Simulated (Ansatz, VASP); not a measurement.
Ta in VASP and in Ansatz

Contents of POSCAR:

```
Ta
1.0
   -1.4249564083      1.4249564083      1.4249564083
    1.4249564083     -1.4249564083      1.4249564083
    1.4249564083      1.4249564083     -1.4249564083
Ta
1
Direct
    0.0000000000      0.0000000000      0.0000000000
```

The input INCAR.step1:

```
SYSTEM = Ta
  PREC = Accurate
  ENCUT = 520
  ISMEAR = -1
  SIGMA = 0.1
  LREAL = .False.
  LASPH = .True.
  NELM = 100
  NBANDS = 12
  GGA = PE
  ALGO = Normal
  EDIFF = 1E-4
  LWAVE = .True.
  LCHARG = .False.
```

Contents of INCAR.step2:

```
SYSTEM = Ta
  PREC = Accurate
  ENCUT = 520
  EDIFF = 1E-6
  ISMEAR = -1
  SIGMA = 0.1
  LREAL = .False.
  LASPH = .True.
  NELM = 100
  ALGO = Normal
  ISIF = 2
  LWAVE = .False.
  LCHARG = .False.
  METAGGA = R2SCAN
  LMIXTAU = .True.
  NBANDS = 12
  ISTART = 1
```

KPOINTS

```
regular mesh
0
Gamma
  16 16 16
  0 0 0
```

Input for Ansatz:

```yaml
crystal:
  lattice:
    - [-1.4249564083, 1.4249564083, 1.4249564083]
    - [1.4249564083, -1.4249564083, 1.4249564083]
    - [1.4249564083, 1.4249564083, -1.4249564083]
  atoms:
    - { symbol: Ta, position: [0.0, 0.0, 0.0] }
kpoints:
  mp_grid: { grid: [16, 16, 16] }
scf:
  occupations: { method: fermi_dirac, width: 0.1 }
hamiltonian:
  xc: r2scan
  pseudopotentials: { kind: paw }
output:
  forces: true
  stress: true
  eigenvalues: true
  populations: true
```

Change from the starting cell: volume scaled by 0.64, PAW files.

Alike in both runs: task single point; functional r2SCAN; k mesh 16 × 16 × 16; occupations fermi-dirac, width 0.1 eV; no spin polarisation.

|  | VASP | Ansatz |
| --- | --- | --- |
| version | VASP 6.6.1 | Ansatz 0.2.0 |
| potentials or method | VASP PAW PBE potentials, release 64 (Ta_pv) | PAW with Ansatz's default frozen-core files, scalar-relativistic |
| plane-wave cutoff (eV) | 520 | 500 |
| valence electrons in the cell | 11 | 13 |

```tsv
	VASP	Ansatz	Ansatz less VASP
pressure (GPa)	206.3	201.4	-4.90
```

VASP's potentials were made for PBE, not for r2SCAN. Both programs put the cell under a high pressure, so it lies far from rest at this level. With one functional, cell and mesh, what is left measures potentials, basis and numerics. VASP's potentials hold 11 valence electrons a cell and Ansatz's 13, so a difference there can come from the potentials and not from the codes.

Spin-orbit coupling is off throughout. Noted on VASP's run: the cell as given lies far from equilibrium.
